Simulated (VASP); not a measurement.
# Cr (Im-3m) in VASP: further runs

Runs on Cr. Level: PBE. Tasks: single point.

Everything below comes from runs of VASP 6.6.1. Logs are shortened: lines on timing, memory, paths and dates and some standing lists are left out, and cuts for length are marked.

## Step 1: The cell of the first run

The structure is cubic, space group Im-3m (No. 229). Conventional cell: a = 2.825 Å, b = 2.825 Å, c = 2.825 Å, α = 90.00°, β = 90.00°, γ = 90.00°. Cr (site symmetry m-3m) has 14 Cr at 2.45 to 2.83 Å within 3.2 Å.

## Step 2: Single point, PBE, collinear spin, ferromagnetic start

INCAR reads:

```
ALGO = Normal
EDIFF = 1E-6
ENCUT = 520
GGA = PE
ISIF = 2
ISMEAR = -1
ISPIN = 2
LASPH = T
LCHARG = F
LMAXMIX = 4
LORBIT = 11
LREAL = F
LWAVE = F
MAGMOM = 2.1
NBANDS = 16
NELM = 150
PREC = Accurate
SIGMA = 0.1
```

KPOINTS reads:

```
k-points
0
Gamma
  16 16 16
```

POSCAR reads:

```
Cr
1.0
   -1.4125141895      1.4125141895      1.4125141895
    1.4125141895     -1.4125141895      1.4125141895
    1.4125141895      1.4125141895     -1.4125141895
Cr
1
Direct
    0.0000000000      0.0000000000      0.0000000000
```

Potentials or basis: VASP PAW PBE potentials, release 64 (Cr_pv).

Run with:

```sh
$ cat potpaw_PBE.64/Cr_pv/POTCAR > POTCAR
$ mpirun -np 1 vasp_std > vasp.out
```

OUTCAR:

```text
EDIFF = 1E-6
   ENCUT = 520
   GGA = PE
   ISIF = 2
   ISMEAR = -1
   ISPIN = 2
   LASPH = T
   LORBIT = 11
   LREAL = F
   NELM = 150
   PREC = Accurate

 ion  position               nearest neighbor table
   1  0.000  0.000  0.000-

  LATTYP: Found a body centered cubic cell.
 ALAT       =     2.8250283790

  Lattice vectors:

 A1 = (  -1.4125141895,   1.4125141895,   1.4125141895)
 A2 = (   1.4125141895,  -1.4125141895,   1.4125141895)
 A3 = (   1.4125141895,   1.4125141895,  -1.4125141895)

Analysis of symmetry for initial positions (statically):
=====================================================================
 Subroutine PRICEL returns:
 Original cell was already a primitive cell.

 Routine SETGRP: Setting up the symmetry group for a
 body centered cubic supercell.

 Subroutine GETGRP returns: Found 48 space group operations
 (whereof 48 operations were pure point group operations)
 out of a pool of 48 trial point group operations.

The static configuration has the point symmetry O_h .

Analysis of symmetry for dynamics (positions and initial velocities):
=====================================================================
 Subroutine PRICEL returns:
 Original cell was already a primitive cell.

 Routine SETGRP: Setting up the symmetry group for a
 body centered cubic supercell.

 Subroutine GETGRP returns: Found 48 space group operations
 (whereof 48 operations were pure point group operations)
 out of a pool of 48 trial point group operations.

The dynamic configuration has the point symmetry O_h .

Analysis of structural, dynamic, and magnetic symmetry:
=====================================================================
 Subroutine PRICEL returns:
 Original cell was already a primitive cell.

 Routine SETGRP: Setting up the symmetry group for a
 body centered cubic supercell.

 Subroutine GETGRP returns: Found 48 space group operations
 (whereof 48 operations were pure point group operations)
 out of a pool of 48 trial point group operations.

The overall configuration has the point symmetry O_h .

 Subroutine INISYM returns: Found 48 space group operations
 (whereof 48 operations are pure point group operations),
 and found     1 'primitive' translations

----------------------------------------------------------------------------------------

                                     Primitive cell

  volume of cell :      11.2730

  direct lattice vectors                    reciprocal lattice vectors
    -1.412514189  1.412514189  1.412514189     0.000000000  0.353978745  0.353978745
[... 102 lines left out ...]
   IMIX   =      4    mixing-type and parameters
     AMIX     =   0.40;   BMIX     =  1.00
     AMIX_MAG =   1.60;   BMIX_MAG =  1.00
  volume/ion in A,a.u.               =      11.27        76.07
  Fermi-wavevector in a.u.,A,eV,Ry     =   1.671562  3.158794 38.016294  2.794119
  Thomas-Fermi vector in A             =   2.756863
   LORBIT       =     11    0 simple, 1 ext, 2 COOP (PROOUT), +10 PAW based schemes
   GGA     = PE    functional components
   LHFCALC =     F    Hartree Fock is set to
   AEXX    =    0.0000 exact exchange contribution
   IVDW    =     0    specifies the selected vdW correction
   LEPSILON=     F    determine dielectric tensor
   LRPA    =     F    only Hartree local field effects (RPA)
 spin polarized calculation
  energy-cutoff  :      520.00
  volume of cell :       11.27
 maximum number of plane-waves:       321
   NGX =  9   NGY =  9   NGZ =  9

 number of electron      12.0000009 magnetization       0.0005399

 number of electron      12.0000009 magnetization      -0.0001150

 Free energy of the ion-electron system (eV)
  ---------------------------------------------------
  ext. energy  EPLUGINS =         0.00000000
  ---------------------------------------------------
  free energy    TOTEN  =        -9.52368946 eV

  energy without entropy =       -9.50136360  energy(sigma->0) =       -9.51252653

 E-fermi :  11.3000     XC(G=0): -13.8157

 val. band max:       11.2981770600   @ k =  -0.3125   0.3125   0.1875
 cond. band min:      11.3296456703   @ k =  -0.2500   0.2500   0.1250
 fundamental gap:      0.0314686103
 Fermi energy:        11.3000283703

 spin component 1

 k-point     1 :       0.0000    0.0000    0.0000
  band No.  band energies     occupation
      1     -31.3669      1.00000
      2     -31.3669      1.00000
      3     -31.3669      1.00000
      4       3.3805      1.00000
      5      10.3825      0.99990
      6      10.3825      0.99990
[... 435 lines left out ...]
      5       9.0283      1.00000
      6       9.6519      1.00000
[... 8 lines left out ...]
     15      41.2429      0.00000
     16      45.6646      0.00000

 [... further k-points ...]

 spin component 2

 k-point     1 :       0.0000    0.0000    0.0000
  band No.  band energies     occupation
      1     -31.3669      1.00000
      2     -31.3669      1.00000
      3     -31.3669      1.00000
      4       3.3804      1.00000
      5      10.3825      0.99990
      6      10.3825      0.99990
[... 435 lines left out ...]
      5       9.0282      1.00000
      6       9.6518      1.00000
[... 8 lines left out ...]
     15      41.2428      0.00000
     16      45.6646      0.00000

 [... further k-points ...]

------------------------ aborting loop because EDIFF is reached ----------------------------------------

  FORCE on cell =-STRESS in cart. coord.  units (eV):
  Direction    XX          YY          ZZ          XY          YZ          ZX
  --------------------------------------------------------------------------------------
  -------------------------------------------------------------------------------------
  Total        0.4353369      0.4353369      0.4353369      0.0000000      0.0000000      0.0000000
  in kB       61.8724912     61.8724912     61.8724912      0.0000000      0.0000000      0.0000000
  external PRESSURE =      61.8724912 kB  Pullay stress =       0.0000000 kB

 VOLUME and BASIS-vectors are now :
 -----------------------------------------------------------------------------
  energy-cutoff  :      520.00
  volume of cell :       11.27
      direct lattice vectors                 reciprocal lattice vectors
    -1.412514189  1.412514189  1.412514189     0.000000000  0.353978745  0.353978745
     1.412514189 -1.412514189  1.412514189     0.353978745  0.000000000  0.353978745
     1.412514189  1.412514189 -1.412514189     0.353978745  0.353978745  0.000000000

 POSITION                                       TOTAL-FORCE (eV/Angst)
 -----------------------------------------------------------------------------------
      0.00000      0.00000      0.00000         0.000000      0.000000      0.000000
 -----------------------------------------------------------------------------------
    total drift:                                0.000000     -0.000000      0.000000

  FREE ENERGIE OF THE ION-ELECTRON SYSTEM (eV)
  ---------------------------------------------------
  free  energy   TOTEN  =        -9.5236894645 eV

  energy  without entropy=       -9.5013636016  energy(sigma->0) =       -9.51252653

 total charge

# of ion       s       p       d       tot
------------------------------------------
    1        0.450   6.421   4.242  11.113

 magnetization (x)

# of ion       s       p       d       tot
------------------------------------------
    1        0.000  -0.000  -0.000  -0.000
```

OSZICAR:

```text
N       E                     dE             d eps       ncg     rms          rms(c)
DAV:   1     0.794097796281E+02    0.79410E+02   -0.61382E+03  9520   0.861E+02
DAV:   2    -0.891294033642E+01   -0.88323E+02   -0.84029E+02 10080   0.247E+02
DAV:   3    -0.103858068569E+02   -0.14729E+01   -0.14702E+01 10520   0.351E+01
DAV:   4    -0.103905837119E+02   -0.47769E-02   -0.47768E-02 10824   0.199E+00
DAV:   5    -0.103906159371E+02   -0.32225E-04   -0.32226E-04 10528   0.146E-01    0.167E+01
DAV:   6    -0.950730587493E+01    0.88331E+00   -0.19645E+00  9560   0.257E+01    0.343E+00
DAV:   7    -0.952912781719E+01   -0.21822E-01   -0.82804E-02  9784   0.239E+00    0.187E+00
DAV:   8    -0.952724430763E+01    0.18835E-02   -0.40170E-03 10344   0.682E-01    0.879E-01
DAV:   9    -0.952351339351E+01    0.37309E-02   -0.13210E-03 10208   0.407E-01    0.222E-01
DAV:  10    -0.952368751558E+01   -0.17412E-03   -0.27594E-04 10168   0.141E-01    0.522E-02
DAV:  11    -0.952369452383E+01   -0.70082E-05   -0.71247E-06 11088   0.270E-02    0.219E-02
DAV:  12    -0.952369009432E+01    0.44295E-05   -0.10282E-06  8264   0.806E-03    0.513E-03
DAV:  13    -0.952368946455E+01    0.62977E-06   -0.37536E-07  5424   0.595E-03
   1 F= -.95236895E+01 E0= -.95125265E+01  d E =-.223259E-01  mag=     0.0000
```

stdout:

```text
POSCAR found type information on POSCAR Cr
 POSCAR found :  1 types and       1 ions
 scaLAPACK will be used
 LDA part: xc-table for (Slater+PW92), standard interpolation
 POSCAR, INCAR and KPOINTS ok, starting setup
 FFT: planning ... GRIDC
 FFT: planning ... GRID_SOFT
 FFT: planning ... GRID
 WAVECAR not read
 entering main loop
```

Run time: 79 s. Hardware: 1 thread of AMD EPYC 7R13, shared host; peak memory 0.12 GiB.

What came out:

```
Free energy                                           : -9.5237 eV
Pressure                                              : 6.2 GPa
Band gap on the k mesh                                : zero (filled and empty bands overlap)
Net moment                                            : 0.00 μB per cell
Valence electrons inside the program's atomic spheres : Cr 11.11
```

Caveat: the starting moments collapsed, and a magnetic state may lie lower.

## Step 3: Single point, PBE, collinear spin, ferromagnetic start

This run uses another cell than the first one, of 11.51 Å³/atom, 1.021 times its volume.

INCAR reads:

```
ALGO     = Normal         # electronic algorithm
EDIFF    = 1E-6           # SCF threshold, eV
ENCUT    = 520            # plane-wave cutoff, eV
GGA      = PE             # functional
ISIF     = 2              # what is computed and relaxed
ISMEAR   = -1             # smearing method
ISPIN    = 2              # spin polarisation
LASPH    = T              # aspherical terms in the spheres
LCHARG   = F              # write CHGCAR
LMAXMIX  = 4              # l up to which the mixer works
LORBIT   = 11             # projections on sites
LREAL    = F              # projectors in reciprocal space
LWAVE    = F              # write WAVECAR
MAGMOM   = 2.1            # initial moments
NBANDS   = 16             # bands
NELM     = 150            # most SCF steps
PREC     = Accurate       # precision mode
SIGMA    = 0.1            # smearing width, eV
```

KPOINTS is that of step 2.

POSCAR reads:

```
Cr
1.0
   -1.4224618002      1.4224618002      1.4224618002
    1.4224618002     -1.4224618002      1.4224618002
    1.4224618002      1.4224618002     -1.4224618002
Cr
1
Direct
    0.0000000000      0.0000000000      0.0000000000
```

Potentials or basis: VASP PAW PBE potentials, release 64 (Cr_pv).

Run with:

```sh
$ cat potpaw_PBE.64/Cr_pv/POTCAR > POTCAR
$ mpirun -np 1 vasp_std > vasp.out
```

It took 80 s on 1 thread of AMD EPYC 7R13, shared host; peak memory 0.12 GiB.

It converged, with:

- Free energy: -9.5287 eV
- Pressure: 0.4 GPa
- Band gap on the k mesh: zero (filled and empty bands overlap)
- Net moment: 0.00 μB per cell
- Valence electrons inside the program's atomic spheres: Cr 11.06

Levels at points of the mesh, in eV from the Fermi level:
Spin up:
```tsv
k point	band 2	band 3	band 4	band 5	band 6	band 7	band 8	band 9	band 10	band 11
(0.00, 0.00, 0.00)	-42.70	-42.70	-7.84	-0.89	-0.89	-0.89	1.17	1.17	7.14	22.35
(0.50, 0.00, 0.00)	-42.99	-42.70	-4.42	-2.44	1.15	1.17	1.52	2.87	7.13	9.99
(0.50, 0.50, 0.50)	-43.33	-43.33	-4.31	-4.31	2.48	2.48	2.48	7.13	10.67	10.67
```
Spin down:
```tsv
k point	band 2	band 3	band 4	band 5	band 6	band 7	band 8	band 9	band 10	band 11
(0.00, 0.00, 0.00)	-42.70	-42.70	-7.84	-0.89	-0.89	-0.89	1.17	1.17	7.14	22.35
(0.50, 0.00, 0.00)	-42.99	-42.70	-4.42	-2.44	1.15	1.17	1.52	2.87	7.13	9.99
(0.50, 0.50, 0.50)	-43.33	-43.33	-4.31	-4.31	2.48	2.48	2.48	7.13	10.67	10.67
```

Caveat: the starting moments collapsed, and a magnetic state may lie lower.

## Step 4: Single point, PBE, collinear spin, ferromagnetic start

This run uses another cell than the first one, of 11.75 Å³/atom, 1.043 times its volume.

INCAR reads:

```
SYSTEM = Cr
PREC = Accurate ; ENCUT = 520
EDIFF = 1E-6 ; ISMEAR = -1
SIGMA = 0.1 ; LREAL = .FALSE.
LASPH = .TRUE. ; NELM = 150
ALGO = Normal ; ISIF = 2
LWAVE = .FALSE. ; LCHARG = .TRUE.
ISPIN = 2 ; MAGMOM = 2.1
LORBIT = 11 ; LMAXMIX = 4
GGA = PE ; LELF = .TRUE.
LVHAR = .TRUE. ; NBANDS = 16
```

KPOINTS reads:

```
Automatic mesh
0
G
  16 16 16
  0 0 0
```

POSCAR reads:

```
Cr
1.0
   -1.4322721916      1.4322721916      1.4322721916
    1.4322721916     -1.4322721916      1.4322721916
    1.4322721916      1.4322721916     -1.4322721916
Cr
1
Direct
    0.0000000000      0.0000000000      0.0000000000
```

Run with:

```sh
$ cat potpaw_PBE.64/Cr_pv/POTCAR > POTCAR
$ mpirun -np 1 vasp_std > vasp.out
```

It took 78 s on 1 thread of AMD EPYC 7R13, shared host; peak memory 0.12 GiB.

The run converged. Its results:

```
Free energy                                           : -9.5256 eV
Pressure                                              : -4.7 GPa
Band gap on the k mesh                                : zero (filled and empty bands overlap)
Net moment                                            : 0.00 μB per cell
Valence electrons inside the program's atomic spheres : Cr 11.02
```

Levels at points of the mesh, in eV from the Fermi level:
Spin up:
```csv
k point,band 3,band 4,band 5,band 6,band 7,band 8,band 9,band 10
"(0.00, 0.00, 0.00)",-42.72,-7.77,-0.86,-0.86,-0.86,1.15,1.15,7.12
"(0.50, 0.00, 0.00)",-42.73,-4.32,-2.37,1.10,1.14,1.47,2.79,7.12
"(0.50, 0.50, 0.50)",-43.32,-4.18,-4.18,2.41,2.41,2.41,7.12,10.48
```
Spin down:
```tsv
k point	band 2	band 3	band 4	band 5	band 6	band 7	band 8	band 9	band 10	band 11
(0.00, 0.00, 0.00)	-42.72	-42.72	-7.77	-0.86	-0.86	-0.86	1.15	1.15	7.12	22.19
(0.50, 0.00, 0.00)	-43.00	-42.73	-4.32	-2.37	1.10	1.14	1.47	2.79	7.12	9.74
(0.50, 0.50, 0.50)	-43.32	-43.32	-4.18	-4.18	2.41	2.41	2.41	7.12	10.48	10.48
```

Caveat: the starting moments collapsed, and a magnetic state may lie lower.
